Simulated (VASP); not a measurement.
Runs of VASP 6.6.1 on IrO. The structure is that of space group P-6m2 (No. 187), or close to it. The cells are those of the table. 

| task | spin | cell | k mesh | cutoff (eV) | gap on the mesh (eV) | pressure (GPa) | relaxed volume (Å³/atom) |
| --- | --- | --- | --- | --- | --- | --- | --- |
| single point | off | a = 2.738, b = 2.738, c = 3.461 Å, angles 90.0, 90.0, 120.0°, 2 atoms | 6 × 6 × 6 | 520 | none | 0.4 | - |
| relaxation of cell and atoms | off | relaxed from a = 2.738, b = 2.738, c = 3.461 Å, angles 90.0, 90.0, 120.0°, 2 atoms | 24 × 24 × 16 | 600 | none | 0.0 | (b) |
| relaxation of cell and atoms | off | relaxed from a = 2.820, b = 2.820, c = 2.750 Å, angles 90.0, 90.0, 120.0°, 2 atoms | 6 × 6 × 6 | 600 | none | 0.1 | 11.22 |
| single point | off | a = 2.725, b = 2.725, c = 3.492 Å, angles 90.0, 90.0, 120.0°, 2 atoms | 24 × 24 × 16 | 520 | none | (a) | - |
| single point | collinear | a = 2.820, b = 2.820, c = 2.750 Å, angles 90.0, 90.0, 120.0°, 2 atoms | 6 × 6 × 6 | 520 | none | 87.6 | - |

Alike in all rows: level PBE; potentials or basis VASP PAW PBE potentials, release 64 (Ir, O); smearing gaussian 0.1 eV.

Estimate the missing entries.

(a) 0.3; (b) 11.24.

Caveats: some runs use coarse meshes; spin-orbit coupling is left out, which moves the levels of the heavy elements; an odd number of electrons without spin polarisation forces a metal (at least some runs); a magnetic or distorted state may lie lower (at least some runs); the volume moved by over 15 % at a fixed basis, so the end points are rough (at least some runs).

A k mesh can miss the band edges, and the runs leave out spin-orbit coupling on Ir.

A gap of «none» marks levels without a gap at the run's occupations.
